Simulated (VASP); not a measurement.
Crystal: Pd.

```
Pd
1.0
    -1.54367    1.54367    1.54367
     1.54367   -1.54367    1.54367
     1.54367    1.54367   -1.54367
Pd
1
Direct
  0.00000 0.00000 0.00000
```

```yaml
Program: VASP 6.6.1
Task: relaxation of cell and atoms
Functional: RPBE
Potentials_or_basis: VASP PAW PBE potentials, release 64 (Pd)
Cutoff: 600 eV
k_mesh: 14 × 14 × 14
Occupations: fermi-dirac, width 0.1 eV
Spin: no spin polarisation
```

At the start: pressure 13.8 GPa; volume 14.71 Å³/atom.

How do energy, volume and symmetry change on relaxing?

Over 4 steps the energy falls by 47.1 meV/atom and the volume is 15.91 Å³/atom (+8.1 %); space group Im-3m (No. 229, to 0.05 Å).

Step by step:
```csv
step,energy change (eV),largest force (eV/Å),pressure (GPa),volume (Å³)
1,0.0000,0.0000,13.83,14.71
2,0.0163,0.0000,-10.75,17.59
3,-0.0471,0.0000,-0.23,15.93
4,-0.0471,0.0000,-0.01,15.91
```

Final structure:
```cif
data_structure
_symmetry_space_group_name_H-M 'P 1'
_symmetry_Int_Tables_number 1
_cell_length_a 2.7440
_cell_length_b 2.7440
_cell_length_c 2.7440
_cell_angle_alpha 109.471
_cell_angle_beta 109.471
_cell_angle_gamma 109.471
_cell_volume 15.91
loop_
_atom_site_label
_atom_site_type_symbol
_atom_site_fract_x
_atom_site_fract_y
_atom_site_fract_z
_atom_site_occupancy
Pd1 Pd 0.00000 0.00000 0.00000 1
```

Caveat: the PAW data sets were made with another functional, which shifts forces and pressure a little.
